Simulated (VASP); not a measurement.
A run of VASP 6.6.1:

Contents of INCAR:

```
SYSTEM = Sn8Ru4C
  PREC = Accurate
  ENCUT = 520
  EDIFF = 1E-7
  ISMEAR = 0
  SIGMA = 0.05
  LREAL = .FALSE.
  LASPH = .TRUE.
  NELM = 60
  ALGO = Normal
  ISIF = 2
  LWAVE = .FALSE.
  LCHARG = .TRUE.
  GGA = PS
  LELF = .TRUE.
  LVHAR = .TRUE.
  NBANDS = 98
```

KPOINTS

```
Automatic mesh
0
G
  3 3 4
  0 0 0
```

The input POSCAR:

```
Sn8Ru4C
1.0
    6.3890000000      0.0000000000      0.0000000000
    0.0000000000      6.3890000000      0.0000000000
    0.0000000000      0.0000000000      5.6930000000
Sn Ru C
8 4 1
Direct
    0.1242452653      0.6785232431     -0.0374559986
    0.3228182814      0.1676866489      0.0097361672
    0.3229388011      0.8416497104      0.4980697348
    0.1248375333      0.3309449053      0.5447089408
    0.6455118172      0.1657359524      0.5049151590
    0.8267547347      0.6792402567      0.5150964342
    0.8263247770      0.3304006887     -0.0072186896
    0.6454366881      0.8435709814      0.0031782891
    0.0024399750      0.0046849272      0.2538942561
   -0.0368226640      0.0049499139      0.7539724223
    0.4690716857      0.5046913445      0.7542805199
    0.5414096103      0.5045949288      0.2544268400
    0.2514936610      0.5051078416      0.2533952222
```

Potentials or basis: VASP PAW PBE potentials, release 64 (Sn_d, Ru_pv, C).

The run is started by

```sh
$ cat potpaw_PBE.64/Sn_d/POTCAR potpaw_PBE.64/Ru_pv/POTCAR potpaw_PBE.64/C/POTCAR > POTCAR
$ mpirun -np 1 vasp_std > vasp.out
```

Hardware: 1 thread of Intel Xeon 8259CL (shared host).

Q: Estimate the wall time of this run.

A: Run time: 13 min on 1 thread of Intel Xeon 8259CL, with other jobs on the host, peak memory 0.49 GiB. Counts: scf iterations 20, k points 19.
